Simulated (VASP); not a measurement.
# H6C2O in VASP: single point with PBEsol

Aim: the single point of H6C2O with PBEsol.

Program: VASP 6.6.1. These are calculated values, not measurements. Logs are shortened: lines on timing, memory, paths and dates and some standing lists are left out, and cuts for length are marked.

## Step 1: The cell of the first run

The cell holds a disordered packing, 36 atoms: a = 7.529 Å, b = 7.529 Å, c = 7.529 Å, α = 90.00°, β = 90.00°, γ = 90.00°.

## Step 2: Single point, PBEsol

INCAR

```
SYSTEM = H6C2O
PREC = Accurate ; ENCUT = 1000
EDIFF = 1E-6 ; ISMEAR = -1
SIGMA = 0.05 ; LREAL = Auto
LASPH = .True. ; NELM = 120
ALGO = Normal ; ISIF = 2
LWAVE = .False. ; LCHARG = .False.
GGA = PS ; NBANDS = 64
GGA_COMPAT = .False.
```

KPOINTS

```
Automatic mesh
0
Gamma
  1 1 1
  0 0 0
```

POSCAR

```
H6C2O
1.0
    7.5290720000      0.0000000000      0.0000000000
    0.0000000000      7.5290720000      0.0000000000
    0.0000000000      0.0000000000      7.5290720000
C O H
8 4 24
Direct
    0.0915326915      0.4303715688      0.0225055061
    0.1587584617      0.5743922344      0.1444537460
    0.3563654185      0.9355657710      0.4771870407
    0.1808750396      1.0263687838      0.5147613798
    0.6338550444      0.4368403153      0.6370196405
    0.7490073081      0.5618221517      0.5289794492
    0.8524951621      0.9243963273      0.9942652110
    0.6585728860      0.8822681991      1.0230268547
    0.2846007455      0.6872189426      0.0529547914
    0.1542082310      1.1610628872      0.3842013096
    0.7844636244      0.4918672117      0.3573860130
    0.6380899291      0.7125709638      1.1049883521
    0.2376823366      0.8066683179      0.0513750946
    0.0470958554      0.6554930337      0.1940776269
    0.2261400328      0.5159788672      0.2608906998
   -0.0005595149      0.3440211647      0.0964858646
    0.0198841428      0.4875949383     -0.0917379337
    0.2021312050      0.3486754672     -0.0273376470
    0.0407454208      1.2194396697      0.4052231105
    0.0713759822      0.9274531026      0.5108645314
    0.1830675515      1.0847421243      0.6511015418
    0.3805731491      0.8268338424      0.5734314508
    0.3574881376      0.8767776236      0.3421131210
    0.4669887621      1.0312974081      0.4862865128
    0.7381923794      0.5758649729      0.2683660155
    0.6832722625      0.6937782282      0.5189363438
    0.8774478671      0.5841581673      0.5995801471
    0.6181452432      0.4860866498      0.7743116130
    0.5007720573      0.4222329721      0.5767087664
    0.6951518415      0.3035033919      0.6428523224
    0.5095557786      0.6847805351      1.0966537775
    0.5968788360      0.9871293988      1.1061383359
    0.5887049164      0.8820311190      0.8933324963
    0.8659099793      1.0529185782      0.9255196223
    0.9235751361      0.9352787175      1.1220057154
    0.9164393996      0.8213477527      0.9120813770
```

Potentials or basis: VASP PAW PBE potentials, release 64 (C_h, O_h, H_h).

Run with:

```sh
$ cat potpaw_PBE.64/C_h/POTCAR potpaw_PBE.64/O_h/POTCAR potpaw_PBE.64/H_h/POTCAR > POTCAR
$ mpirun -np 1 vasp_gam > vasp.out
```

OUTCAR:

```text
SYSTEM = H6C2O
   PREC = Accurate
   ENCUT = 1000
   EDIFF = 1E-6
   ISMEAR = -1
   LREAL = Auto
   LASPH = .True.
   NELM = 120
   ISIF = 2
   GGA = PS

 ion  position               nearest neighbor table
   1  0.092  0.430  0.023-  18 1.10  16 1.10  17 1.10   2 1.51
   2  0.159  0.574  0.144-  14 1.10  15 1.10   9 1.45   1 1.51
   3  0.356  0.936  0.477-  24 1.10  22 1.11  23 1.11   4 1.51
   4  0.181  0.026  0.515-  20 1.11  21 1.12  10 1.43   3 1.51
   5  0.634  0.437  0.637-  28 1.10  29 1.11  30 1.11   6 1.52
   6  0.749  0.562  0.529-  26 1.11  27 1.12  11 1.42   5 1.52
   7  0.852  0.924  0.994-  34 1.10  36 1.10  35 1.10   8 1.51
   8  0.659  0.882  0.023-  33 1.11  32 1.11  12 1.43   7 1.51
   9  0.285  0.687  0.053-  13 0.97   2 1.45
  10  0.154  0.161  0.384-  19 0.97   4 1.43
  11  0.784  0.492  0.357-  25 0.99   6 1.42
  12  0.638  0.713  0.105-  31 0.99   8 1.43
  13  0.238  0.807  0.051-   9 0.97
  14  0.047  0.655  0.194-   2 1.10
  15  0.226  0.516  0.261-   2 1.10
  16  0.999  0.344  0.096-   1 1.10
  17  0.020  0.488  0.908-   1 1.10
  18  0.202  0.349  0.973-   1 1.10
[... 16 lines left out ...]
  35  0.924  0.935  0.122-   7 1.10
  36  0.916  0.821  0.912-   7 1.10

  LATTYP: Found a simple cubic cell.
 ALAT       =     7.5290720000

  Lattice vectors:

 A1 = (   7.5290720000,   0.0000000000,   0.0000000000)
 A2 = (   0.0000000000,   7.5290720000,   0.0000000000)
 A3 = (   0.0000000000,   0.0000000000,   7.5290720000)

Analysis of symmetry for initial positions (statically):
=====================================================================
 Subroutine PRICEL returns:
 Original cell was already a primitive cell.

 Routine SETGRP: Setting up the symmetry group for a
 simple cubic supercell.

 Subroutine GETGRP returns: Found  1 space group operations
 (whereof  1 operations were pure point group operations)
 out of a pool of 48 trial point group operations.

The static configuration has the point symmetry C_1 .

Analysis of symmetry for dynamics (positions and initial velocities):
=====================================================================
 Subroutine PRICEL returns:
 Original cell was already a primitive cell.

 Routine SETGRP: Setting up the symmetry group for a
 simple cubic supercell.

 Subroutine GETGRP returns: Found  1 space group operations
 (whereof  1 operations were pure point group operations)
 out of a pool of 48 trial point group operations.

The dynamic configuration has the point symmetry C_1 .

 Subroutine INISYM returns: Found  1 space group operations
 (whereof  1 operations are pure point group operations),
 and found     1 'primitive' translations

----------------------------------------------------------------------------------------

                                     Primitive cell

  volume of cell :     426.7999

  direct lattice vectors                    reciprocal lattice vectors
     7.529072000  0.000000000  0.000000000     0.132818493  0.000000000  0.000000000
     0.000000000  7.529072000  0.000000000     0.000000000  0.132818493  0.000000000
     0.000000000  0.000000000  7.529072000     0.000000000  0.000000000  0.132818493

  length of vectors
     7.529072000  7.529072000  7.529072000     0.132818493  0.132818493  0.132818493

  position of ions in fractional coordinates (direct lattice)
     0.091532691  0.430371569  0.022505506
     0.158758462  0.574392234  0.144453746
     0.356365418  0.935565771  0.477187041
     0.180875040  0.026368784  0.514761380
     0.633855044  0.436840315  0.637019641
     0.749007308  0.561822152  0.528979449
[... 28 lines left out ...]
     0.923575136  0.935278717  0.122005715
     0.916439400  0.821347753  0.912081377

  ion indices of the primitive-cell ions
   primitive index   ion index
                 1           1
                 2           2
                 3           3
                 4           4
                 5           5
                 6           6
[... 28 lines left out ...]
                35          35
                36          36

----------------------------------------------------------------------------------------

 KPOINTS: Automatic mesh

Automatic generation of k-mesh.
 Grid dimensions read from file:
 generate k-points for:    1    1    1

 Generating k-lattice:

  Cartesian coordinates                     Fractional coordinates (reciprocal lattice)
     0.132818493  0.000000000  0.000000000     1.000000000  0.000000000  0.000000000
     0.000000000  0.132818493  0.000000000     0.000000000  1.000000000  0.000000000
     0.000000000  0.000000000  0.132818493     0.000000000  0.000000000  1.000000000

  Length of vectors
     0.132818493  0.132818493  0.132818493

  Shift w.r.t. Gamma in fractional coordinates (k-lattice)
     0.000000000  0.000000000  0.000000000

 Subroutine IBZKPT returns following result:
 ===========================================

 Found      1 irreducible k-points:

 Following reciprocal coordinates:
            Coordinates               Weight
  0.000000  0.000000  0.000000      1.000000
   k-points           NKPTS =      1   k-points in BZ     NKDIM =      1   number of bands    NBANDS=     64
   number of dos      NEDOS =    301   number of ions     NIONS =     36
   total plane-waves  NPLWV = 512000
   dimension x,y,z NGX =    80 NGY =   80 NGZ =   80
   dimension x,y,z NGXF=   160 NGYF=  160 NGZF=  160
   ions per type =               8   4  24
   NGX,Y,Z   is equivalent  to a cutoff of  17.66, 17.66, 17.66 a.u.
   NGXF,Y,Z  is equivalent  to a cutoff of  35.33, 35.33, 35.33 a.u.
 SYSTEM =  H6C2O
   PREC   = accura    normal or accurate (medium, high low for compatibility)
   ISTART =      0    job   : 0-new  1-cont  2-samecut
   ICHARG =      2    charge: 1-file 2-atom 10-const
   ISPIN  =      1    spin polarized calculation?
   LNONCOLLINEAR =      F non collinear calculations
   LSORBIT =      F    spin-orbit coupling
   LASPH  =      T    aspherical Exc in radial PAW
   ENCUT  = 1000.0 eV  73.50 Ry    8.57 a.u.  19.41 19.41 19.41*2*pi/ulx,y,z
   NELM   =    120;   NELMIN=  2; NELMDL= -5     # of ELM steps
   EDIFF  = 0.1E-05   stopping-criterion for ELM
   LREAL  =      T    real-space projection
   EDIFFG = 0.1E-04   stopping-criterion for IOM
   NSW    =      0    number of steps for IOM
   IBRION =     -1    ionic relax: 0-MD 1-quasi-New 2-CG
   NFREE  =      0    steps in history (QN), initial steepest desc. (CG)
   ISIF   =      2    stress and relaxation
   ISYM   =      2    0-nonsym 1-usesym 2-fastsym
   POTIM  = 0.5000    time-step for ionic-motion
   TEBEG  =    0.0;   TEEND  =   0.0 temperature during run
   PSTRESS=    0.0 pullay stress
   NELECT =      80.0000    total number of electrons
   NUPDOWN=      -1.0000    fix difference up-down
   EMIN   =  10.00;   EMAX   =-10.00  energy-range for DOS
   EFERMI =   0.00;   METHOD = LEGACY
   ISMEAR =    -1;   SIGMA  =   0.05  broadening in eV -4-tet -1-fermi 0-gaus
   EFERMI_NEDOS =   21; number of points for ismear=-14 and -15
   IALGO  =     38    algorithm
   IMIX   =      4    mixing-type and parameters
     AMIX     =   0.40;   BMIX     =  1.00
     AMIX_MAG =   1.60;   BMIX_MAG =  1.00
  volume/ion in A,a.u.               =      11.86        80.01
  Fermi-wavevector in a.u.,A,eV,Ry     =   0.936907  1.770498 11.943135  0.877796
  Thomas-Fermi vector in A             =   2.063965
   LORBIT       =      0    0 simple, 1 ext, 2 COOP (PROOUT), +10 PAW based schemes
   GGA     = PS    functional components
   LHFCALC =     F    Hartree Fock is set to
   AEXX    =    0.0000 exact exchange contribution
   IVDW    =     0    specifies the selected vdW correction
   LEPSILON=     F    determine dielectric tensor
   LRPA    =     F    only Hartree local field effects (RPA)
 non-spin polarized calculation
  energy-cutoff  :     1000.00
  volume of cell :      426.80
 maximum number of plane-waves:     15324
 NGX is ok and might be reduce to    80
   NGX = 39   NGY = 39   NGZ = 39

 number of electron      80.0000004 magnetization

 Free energy of the ion-electron system (eV)
  ---------------------------------------------------
  ext. energy  EPLUGINS =         0.00000000
  ---------------------------------------------------
  free energy    TOTEN  =      -189.41747314 eV

  energy without entropy =     -189.41747314  energy(sigma->0) =     -189.41747314

 E-fermi :  -1.6027     XC(G=0):  -6.1359

 val. band max:       -2.8508328782   @ k =   0.0000   0.0000   0.0000
 cond. band min:       1.8184305613   @ k =   0.0000   0.0000   0.0000
 fundamental gap:      4.6692634394
 Fermi energy:        -1.6027075204

 k-point     1 :       0.0000    0.0000    0.0000
  band No.  band energies     occupation
      1     -22.9547      2.00000
      2     -22.3797      2.00000
      3     -22.3344      2.00000
      4     -21.8194      2.00000
      5     -15.6406      2.00000
      6     -15.5303      2.00000
[... 44 lines left out ...]
     51       5.0797      0.00000
     52       5.1437      0.00000
 [bands above 52 left out]

------------------------ aborting loop because EDIFF is reached ----------------------------------------

  FORCE on cell =-STRESS in cart. coord.  units (eV):
  Direction    XX          YY          ZZ          XY          YZ          ZX
  --------------------------------------------------------------------------------------
  -------------------------------------------------------------------------------------
  Total       -1.2303167     -1.4377329     -1.1879784      0.3923461     -0.0147297     -0.2551185
  in kB       -4.6185234     -5.3971495     -4.4595884      1.4728402     -0.0552941     -0.9576972
  external PRESSURE =      -4.8250871 kB  Pullay stress =       0.0000000 kB

 VOLUME and BASIS-vectors are now :
 -----------------------------------------------------------------------------
  energy-cutoff  :     1000.00
  volume of cell :      426.80
      direct lattice vectors                 reciprocal lattice vectors
     7.529072000  0.000000000  0.000000000     0.132818493  0.000000000  0.000000000
     0.000000000  7.529072000  0.000000000     0.000000000  0.132818493  0.000000000
     0.000000000  0.000000000  7.529072000     0.000000000  0.000000000  0.132818493

 POSITION                                       TOTAL-FORCE (eV/Angst)
 -----------------------------------------------------------------------------------
      0.68916      3.24030      0.16945        -0.018026      0.017801      0.018192
      1.19530      4.32464      1.08760        -0.025088      0.000336     -0.031526
      2.68310      7.04394      3.59278        -0.045109     -0.094117     -0.038837
      1.36182      0.19853      3.87568         0.054455      0.040504      0.088416
      4.77234      3.28900      4.79617        -0.031821     -0.038346      0.000934
      5.63933      4.23000      3.98272         0.056188      0.047000      0.059822
[... 28 lines left out ...]
      6.95366      7.04178      0.91859         0.008331      0.000957      0.006818
      6.89994      6.18399      6.86713         0.000708     -0.009375      0.006883
 -----------------------------------------------------------------------------------
    total drift:                               -0.001136      0.001827      0.000832

  FREE ENERGIE OF THE ION-ELECTRON SYSTEM (eV)
  ---------------------------------------------------
  free  energy   TOTEN  =      -189.4174731437 eV

  energy  without entropy=     -189.4174731437  energy(sigma->0) =     -189.41747314
```

It took 99 s on 1 thread of AMD EPYC 7R13 (Zen 3), shared host; peak memory 0.9 GiB.

What came out:

```yaml
Free_energy: -189.4175 eV
Pressure: -0.5 GPa
Largest_force: 0.299 eV/Å
Band_gap_on_the_k_mesh: 4.67 eV
```

Forces in eV/Å, atoms in the order of the input:
```
C   -0.018  0.018  0.018
C   -0.025  0.000 -0.032
C   -0.045 -0.094 -0.039
C    0.054  0.041  0.088
C   -0.032 -0.038  0.001
C    0.056  0.047  0.060
C   -0.027 -0.004  0.020
C    0.041 -0.012 -0.017
O    0.054 -0.211  0.047
O    0.069 -0.128  0.026
O    0.097 -0.062  0.276
O    0.182  0.056 -0.007
H   -0.088  0.224 -0.016
H    0.032 -0.043 -0.003
H    0.005 -0.016 -0.007
H    0.028  0.007 -0.036
H    0.013 -0.005  0.011
H    0.000 -0.003  0.000
H   -0.053  0.049  0.012
H    0.008  0.033  0.011
H   -0.031 -0.055 -0.180
H   -0.062  0.168 -0.109
H    0.003  0.085  0.203
H   -0.036 -0.029 -0.015
H   -0.064  0.122 -0.223
H    0.070 -0.108 -0.033
H   -0.130 -0.032 -0.085
H    0.000 -0.020 -0.039
H    0.083  0.009  0.025
H   -0.021  0.072  0.007
H   -0.179 -0.041 -0.005
H   -0.003  0.006  0.010
H    0.006 -0.005  0.004
H    0.004 -0.022  0.013
H    0.008  0.001  0.007
H    0.001 -0.009  0.007
```

Caveat: the k points lie up to 0.83 Å⁻¹ apart; the PAW data sets were made with another functional, which shifts forces and pressure a little.
